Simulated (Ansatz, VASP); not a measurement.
# Bi2Se3 in VASP and in Ansatz

```
Bi Se
1.0
    -2.09366    3.62632    0.00000
    -6.28097   -3.62632    0.00000
     2.09366    1.20877   10.43403
Bi Se
4 6
Cartesian
  -6.3053 -1.2228 1.9440
  -4.1630 2.4316 1.9538
  -0.0243 2.4035 8.4802
  -4.1630 2.4316 8.4900
  -4.2765 -0.0515 -0.0207
  0.0891 0.0515 0.0207
  -4.1300 0.0331 6.8636
  -2.1509 3.5933 6.9738
  -2.0364 1.2418 3.4602
  -4.2446 -2.4506 3.5704
```

Change from the starting cell: mode 25 (137.8 1/cm) frozen in, largest displacement +0.105 Å.

Alike in both runs: task single point; functional PBE; k mesh 8 × 4 × 4; occupations gaussian, width 0.05 eV; no spin polarisation.

|  | VASP | Ansatz |
| --- | --- | --- |
| version | VASP 6.6.1 | Ansatz 0.2.0 |
| potentials or method | VASP PAW PBE potentials, release 64 (Bi_d, Se), cutoff 520 eV | scalar-relativistic, plane waves, PAW |
| valence electrons in the cell | 96 | 156 |

Ansatz gave:

```
gap on the k mesh at the Fermi level (eV)                     : 0.67
least direct gap on the mesh (eV)                             : 0.69
pressure (GPa)                                                : 0.2
traceless stress, the component that is largest in VASP (GPa) : -0.19
rms of the force components (eV/Å)                            : 0.280
```

What did VASP give for the same quantities?

gap on the k mesh at the Fermi level (eV): 0.67; least direct gap on the mesh (eV): 0.69; pressure (GPa): 0.2; traceless stress, the component that is largest in VASP (GPa): -0.19; rms of the force components (eV/Å): 0.281.

Atom by atom the forces differ by 0.005 eV/Å (rms over components). VASP's potentials hold 96 valence electrons a cell and Ansatz's 156, so a difference there can come from the potentials and not from the codes.

Spin-orbit coupling is off throughout.
